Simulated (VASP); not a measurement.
Input of a VASP 6.6.1 run:

The input INCAR:

```
SYSTEM = TePb
ALGO = Normal
EDIFF = 1E-7
EDIFFG = -0.02
ENCUT = 600
GGA = RP
IBRION = 2
ISIF = 3
ISMEAR = -1
IVDW = 13
LASPH = .TRUE.
LCHARG = .FALSE.
LREAL = .FALSE.
LWAVE = .FALSE.
NELM = 80
NSW = 80
PREC = Accurate
SIGMA = 0.05
```

Contents of KPOINTS:

```
k-points
0
G
  7 7 7
  0 0 0
```

POSCAR

```
TePb
1.0
    0.0000000000      3.2310000000      3.2310000000
    3.2310000000      0.0000000000      3.2310000000
    3.2310000000      3.2310000000      0.0000000000
Pb Te
1 1
Direct
    0.0000000000      0.0000000000      0.0000000000
    0.5000000000      0.5000000000      0.5000000000
```

Potentials or basis: VASP PAW PBE potentials, release 64 (Pb_d, Te).

Run with:

```console
$ cat potpaw_PBE.64/Pb_d/POTCAR potpaw_PBE.64/Te/POTCAR > POTCAR
$ mpirun -np 1 vasp_std > vasp.out
```

(1) Predict the dispersion energy per atom.

Answers

(1) -0.768 eV.

Caveat: the relaxation stopped at its first step, so nothing moved.
